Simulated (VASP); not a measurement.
# In5P3 (a cell with a defect) in VASP: notebook

Runs on In5P3 (a cell with a defect). Level: PBE. Tasks: relaxation of the atoms, single point.

Program: VASP 6.6.1. These are calculated values, not measurements. Logs are shortened: lines on timing, memory, paths and dates and some standing lists are left out, and cuts for length are marked.

## (1) The cell of the first run

The cell holds a defect, 8 atoms: a = 5.960 Å, b = 5.960 Å, c = 5.960 Å, α = 90.00°, β = 90.00°, γ = 90.00°.

## (2) Relaxation of the atoms, PBE

File INCAR:

```
PREC = Accurate
ENCUT = 520
EDIFF = 1E-6
ISMEAR = 0
SIGMA = 0.02
LREAL = F
LASPH = T
NELM = 100
ALGO = Normal
ISIF = 2
LWAVE = F
LCHARG = F
GGA = PE
IBRION = 2
NSW = 65
EDIFFG = -0.025
```

File KPOINTS:

```
regular mesh
0
Gamma
  3 3 3
```

File POSCAR:

```
In5P3
1.0
    0.0000000000      0.0000000000     -5.9597880294
    0.0000000000     -5.9597880294      0.0000000000
   -5.9597880294      0.0000000000      0.0000000000
In P
5 3
Direct
    1.0000000000      1.0000000000      1.0000000000
    0.0000000000      0.5000000000      0.5000000000
    0.5000000000      0.0000000000      0.5000000000
    0.5000000000      0.5000000000      1.0000000000
    0.2500000000      0.2500000000      0.7500000000
    0.2500000000      0.7500000000      0.2500000000
    0.7500000000      0.2500000000      0.2500000000
    0.7500000000      0.7500000000      0.7500000000
```

Potentials or basis: VASP PAW PBE potentials, release 64 (In_d, P).

Started as:

```sh
> cat potpaw_PBE.64/In_d/POTCAR potpaw_PBE.64/P/POTCAR > POTCAR
> mpirun -np 1 vasp_std > vasp.out
```

OUTCAR:

```text
PREC = Accurate
   ENCUT = 520
   EDIFF = 1E-6
   ISMEAR = 0
   LREAL = F
   LASPH = T
   NELM = 100
   ISIF = 2
   GGA = PE
   IBRION = 2
   NSW = 65
   EDIFFG = -0.025

 ion  position               nearest neighbor table
   1  0.000  0.000  0.000-   5 2.58   6 2.58   7 2.58   8 2.58
   2  0.000  0.500  0.500-   5 2.58   6 2.58   7 2.58   8 2.58
   3  0.500  0.000  0.500-   5 2.58   6 2.58   7 2.58   8 2.58
   4  0.500  0.500  0.000-   5 2.58   6 2.58   7 2.58   8 2.58
   5  0.250  0.250  0.750-   1 2.58   2 2.58   3 2.58   4 2.58
   6  0.250  0.750  0.250-   1 2.58   2 2.58   3 2.58   4 2.58
   7  0.750  0.250  0.250-   1 2.58   2 2.58   3 2.58   4 2.58
   8  0.750  0.750  0.750-   1 2.58   2 2.58   3 2.58   4 2.58

  LATTYP: Found a simple cubic cell.
 ALAT       =     5.9597880294

  Lattice vectors:

 A1 = (   0.0000000000,   0.0000000000,  -5.9597880294)
 A2 = (   0.0000000000,  -5.9597880294,   0.0000000000)
 A3 = (  -5.9597880294,   0.0000000000,   0.0000000000)

Analysis of symmetry for initial positions (statically):
=====================================================================
 Subroutine PRICEL returns:
 Original cell was already a primitive cell.

 Routine SETGRP: Setting up the symmetry group for a
 simple cubic supercell.

 Subroutine GETGRP returns: Found 24 space group operations
 (whereof  6 operations were pure point group operations)
 out of a pool of 48 trial point group operations.

The static configuration has the point symmetry C_3v.
 The point group associated with its full space group is T_d .

Analysis of symmetry for dynamics (positions and initial velocities):
=====================================================================
 Subroutine PRICEL returns:
 Original cell was already a primitive cell.

 Routine SETGRP: Setting up the symmetry group for a
 simple cubic supercell.

 Subroutine GETGRP returns: Found 24 space group operations
 (whereof  6 operations were pure point group operations)
 out of a pool of 48 trial point group operations.

The dynamic configuration has the point symmetry C_3v.
 The point group associated with its full space group is T_d .

 Subroutine INISYM returns: Found 24 space group operations
 (whereof  6 operations are pure point group operations),
 and found     1 'primitive' translations

----------------------------------------------------------------------------------------

                                     Primitive cell

  volume of cell :     211.6861

  direct lattice vectors                    reciprocal lattice vectors
     0.000000000  0.000000000 -5.959788029     0.000000000  0.000000000 -0.167791202
     0.000000000 -5.959788029  0.000000000     0.000000000 -0.167791202  0.000000000
    -5.959788029  0.000000000  0.000000000    -0.167791202  0.000000000  0.000000000

  length of vectors
     5.959788029  5.959788029  5.959788029     0.167791202  0.167791202  0.167791202

  position of ions in fractional coordinates (direct lattice)
     0.000000000  0.000000000  0.000000000
     0.000000000  0.500000000  0.500000000
     0.500000000  0.000000000  0.500000000
     0.500000000  0.500000000  0.000000000
     0.250000000  0.250000000  0.750000000
     0.250000000  0.750000000  0.250000000
     0.750000000  0.250000000  0.250000000
     0.750000000  0.750000000  0.750000000

  ion indices of the primitive-cell ions
   primitive index   ion index
                 1           1
                 2           2
                 3           3
                 4           4
                 5           5
                 6           6
                 7           7
                 8           8

----------------------------------------------------------------------------------------

 KPOINTS: regular mesh

Automatic generation of k-mesh.
 Grid dimensions read from file:
 generate k-points for:    3    3    3

 Generating k-lattice:

  Cartesian coordinates                     Fractional coordinates (reciprocal lattice)
     0.000000000  0.000000000 -0.055930401     0.333333333  0.000000000  0.000000000
     0.000000000 -0.055930401  0.000000000     0.000000000  0.333333333  0.000000000
    -0.055930401  0.000000000  0.000000000     0.000000000  0.000000000  0.333333333

  Length of vectors
     0.055930401  0.055930401  0.055930401

  Shift w.r.t. Gamma in fractional coordinates (k-lattice)
     0.000000000  0.000000000  0.000000000

 Subroutine IBZKPT returns following result:
 ===========================================

 Found      4 irreducible k-points:

 Following reciprocal coordinates:
            Coordinates               Weight
  0.000000  0.000000  0.000000      1.000000
  0.333333  0.000000  0.000000      6.000000
  0.333333  0.333333  0.000000     12.000000
  0.333333  0.333333  0.333333      8.000000
   k-points           NKPTS =      4   k-points in BZ     NKDIM =      4   number of bands    NBANDS=     48
   number of dos      NEDOS =    301   number of ions     NIONS =      8
   total plane-waves  NPLWV = 110592
   dimension x,y,z NGX =    48 NGY =   48 NGZ =   48
   dimension x,y,z NGXF=    96 NGYF=   96 NGZF=   96
   ions per type =               5   3
   NGX,Y,Z   is equivalent  to a cutoff of  13.39, 13.39, 13.39 a.u.
   NGXF,Y,Z  is equivalent  to a cutoff of  26.78, 26.78, 26.78 a.u.
 SYSTEM =  unknown system
   PREC   = accura    normal or accurate (medium, high low for compatibility)
   ISTART =      0    job   : 0-new  1-cont  2-samecut
   ICHARG =      2    charge: 1-file 2-atom 10-const
   ISPIN  =      1    spin polarized calculation?
   LNONCOLLINEAR =      F non collinear calculations
   LSORBIT =      F    spin-orbit coupling
   LASPH  =      T    aspherical Exc in radial PAW
   ENCUT  =  520.0 eV  38.22 Ry    6.18 a.u.  11.08 11.08 11.08*2*pi/ulx,y,z
   NELM   =    100;   NELMIN=  2; NELMDL= -5     # of ELM steps
   EDIFF  = 0.1E-05   stopping-criterion for ELM
   LREAL  =      F    real-space projection
   EDIFFG = -.3E-01   stopping-criterion for IOM
   NSW    =     65    number of steps for IOM
   IBRION =      2    ionic relax: 0-MD 1-quasi-New 2-CG
   NFREE  =      1    steps in history (QN), initial steepest desc. (CG)
   ISIF   =      2    stress and relaxation
   ISYM   =      2    0-nonsym 1-usesym 2-fastsym
   POTIM  = 0.5000    time-step for ionic-motion
   TEBEG  =    0.0;   TEEND  =   0.0 temperature during run
   PSTRESS=    0.0 pullay stress
   NELECT =      80.0000    total number of electrons
   NUPDOWN=      -1.0000    fix difference up-down
   EMIN   =  10.00;   EMAX   =-10.00  energy-range for DOS
   EFERMI =   0.00;   METHOD = LEGACY
   ISMEAR =     0;   SIGMA  =   0.02  broadening in eV -4-tet -1-fermi 0-gaus
   EFERMI_NEDOS =   21; number of points for ismear=-14 and -15
   IALGO  =     38    algorithm
   IMIX   =      4    mixing-type and parameters
     AMIX     =   0.40;   BMIX     =  1.00
     AMIX_MAG =   1.60;   BMIX_MAG =  1.00
  volume/ion in A,a.u.               =      26.46       178.57
  Fermi-wavevector in a.u.,A,eV,Ry     =   1.183607  2.236692 19.060733  1.400924
  Thomas-Fermi vector in A             =   2.319838
   LORBIT       =      0    0 simple, 1 ext, 2 COOP (PROOUT), +10 PAW based schemes
   GGA     = PE    functional components
   LHFCALC =     F    Hartree Fock is set to
   AEXX    =    0.0000 exact exchange contribution
   IVDW    =     0    specifies the selected vdW correction
   LEPSILON=     F    determine dielectric tensor
   LRPA    =     F    only Hartree local field effects (RPA)
 conjugate gradient relaxation of ions
 non-spin polarized calculation
 Gauss-broadening in eV      SIGMA  =   0.02
  energy-cutoff  :      520.00
  volume of cell :      211.69
 maximum number of plane-waves:      5728
 NGX is ok and might be reduce to    48
   NGX = 23   NGY = 23   NGZ = 23

--------------------------------------- Ionic step        1  -------------------------------------------

 number of electron      80.0000035 magnetization

 Free energy of the ion-electron system (eV)
  ---------------------------------------------------
  ext. energy  EPLUGINS =         0.00000000
  ---------------------------------------------------
  free energy    TOTEN  =       -28.03142503 eV

  energy without entropy =      -28.02608170  energy(sigma->0) =      -28.02875336

------------------------ aborting loop because EDIFF is reached ----------------------------------------

  FORCE on cell =-STRESS in cart. coord.  units (eV):
  Direction    XX          YY          ZZ          XY          YZ          ZX
  --------------------------------------------------------------------------------------
  -------------------------------------------------------------------------------------
  Total        7.5098200      7.5098200      7.5098200      0.0000000      0.0000000     -0.0000000
  in kB       56.8391626     56.8391626     56.8391626      0.0000000      0.0000000     -0.0000000
  external PRESSURE =      56.8391626 kB  Pullay stress =       0.0000000 kB

 VOLUME and BASIS-vectors are now :
 -----------------------------------------------------------------------------
  energy-cutoff  :      520.00
  volume of cell :      211.69
      direct lattice vectors                 reciprocal lattice vectors
     0.000000000  0.000000000 -5.959788029     0.000000000  0.000000000 -0.167791202
     0.000000000 -5.959788029  0.000000000     0.000000000 -0.167791202  0.000000000
    -5.959788029  0.000000000  0.000000000    -0.167791202  0.000000000  0.000000000
[... 85 lines left out ...]
 POSITION                                       TOTAL-FORCE (eV/Angst)
 -----------------------------------------------------------------------------------
     -0.06871     -5.89108     -5.89108        -0.053873      0.053873      0.053873
     -2.91119     -3.04860     -5.89108         0.053873     -0.053873      0.053873
     -2.91119     -5.89108     -3.04860         0.053873      0.053873     -0.053873
     -0.06871     -3.04860     -3.04860        -0.053873     -0.053873     -0.053873
     -4.46984     -1.48995     -1.48995         0.000000     -0.000000      0.000000
     -1.48995     -4.46984     -1.48995         0.000000      0.000000      0.000000
     -1.48995     -1.48995     -4.46984         0.000000     -0.000000      0.000000
     -4.46984     -4.46984     -4.46984         0.000000      0.000000      0.000000
 -----------------------------------------------------------------------------------
    total drift:                                0.000000     -0.000000     -0.000000

  FREE ENERGIE OF THE ION-ELECTRON SYSTEM (eV)
  ---------------------------------------------------
  free  energy   TOTEN  =       -28.3985536034 eV

  energy  without entropy=      -28.3934151070  energy(sigma->0) =      -28.39598436

--------------------------------------- Ionic step        4  -------------------------------------------

 number of electron      80.0000023 magnetization

 Free energy of the ion-electron system (eV)
  ---------------------------------------------------
  ext. energy  EPLUGINS =         0.00000000
  ---------------------------------------------------
  free energy    TOTEN  =       -28.40000608 eV

  energy without entropy =      -28.39505575  energy(sigma->0) =      -28.39753091

 E-fermi :   5.9366     XC(G=0):  -9.2955

 val. band max:        5.6496774441   @ k =   0.3333   0.0000   0.0000
 cond. band min:       5.9487402220   @ k =   0.3333   0.3333   0.0000
 fundamental gap:      0.2990627779
 Fermi energy:         5.9365667911

 k-point     1 :       0.0000    0.0000    0.0000
  band No.  band energies     occupation
      1      -9.2558      2.00000
      2      -9.2558      2.00000
      3      -9.2558      2.00000
      4      -9.2246      2.00000
      5      -9.2246      2.00000
      6      -9.1172      2.00000
[... 215 lines left out ...]
 POSITION                                       TOTAL-FORCE (eV/Angst)
 -----------------------------------------------------------------------------------
     -0.07365     -5.88614     -5.88614         0.004953     -0.004953     -0.004953
     -2.90625     -3.05354     -5.88614        -0.004953      0.004953     -0.004953
     -2.90625     -5.88614     -3.05354        -0.004953     -0.004953      0.004953
     -0.07365     -3.05354     -3.05354         0.004953      0.004953      0.004953
     -4.46984     -1.48995     -1.48995         0.000000      0.000000     -0.000000
     -1.48995     -4.46984     -1.48995         0.000000      0.000000      0.000000
     -1.48995     -1.48995     -4.46984         0.000000      0.000000      0.000000
     -4.46984     -4.46984     -4.46984         0.000000      0.000000      0.000000
 -----------------------------------------------------------------------------------
    total drift:                                0.000000     -0.000000     -0.000000

  FREE ENERGIE OF THE ION-ELECTRON SYSTEM (eV)
  ---------------------------------------------------
  free  energy   TOTEN  =       -28.4000060782 eV

  energy  without entropy=      -28.3950557502  energy(sigma->0) =      -28.39753091

 reached required accuracy - stopping structural energy minimisation
```

Run time: 1.9 min. Hardware: 1 thread of AMD EPYC 7R13 (Zen 3), shared host; peak memory 0.3 GiB.

Results:

| Quantity | Value |
| --- | --- |
| Free energy | -28.4000 eV |
| Energy gained by relaxing | 46.1 meV/atom |
| Ionic steps | 4 |
| Pressure after relaxing | 5.3 GPa |
| Largest force after relaxing | 0.009 eV/Å |
| Band gap on the k mesh | zero (band 40 reaches 6.37 eV, above the bottom of band 41 at 5.65 eV) |

Forces in eV/Å, atoms in the order of the input:
```
In   0.005 -0.005 -0.005
In  -0.005  0.005 -0.005
In  -0.005 -0.005  0.005
In   0.005  0.005  0.005
In   0.000  0.000  0.000
P    0.000  0.000  0.000
P    0.000  0.000  0.000
P    0.000  0.000  0.000
```

The path:
```
step  energy change (eV)  largest force (eV/Å)  pressure (GPa)
   1              0.0000                1.5492            5.68
   2             -0.3036                0.5763            5.36
   3             -0.3671                0.0933            5.36
   4             -0.3686                0.0086            5.33
```

Final structure:
```
In P
1.0
     0.00000    0.00000   -5.95979
     0.00000   -5.95979    0.00000
    -5.95979    0.00000    0.00000
In P
5 3
Cartesian
  -0.0736 -5.8861 -5.8861
  -2.9062 -3.0535 -5.8861
  -2.9062 -5.8861 -3.0535
  -0.0736 -3.0535 -3.0535
  -4.4698 -1.4899 -1.4899
  -1.4899 -4.4698 -1.4899
  -1.4899 -1.4899 -4.4698
  -4.4698 -4.4698 -4.4698
```

Caveat: spin-orbit coupling is left out, which moves the levels of the heavy elements.

(Continued in part 2 of 2.)
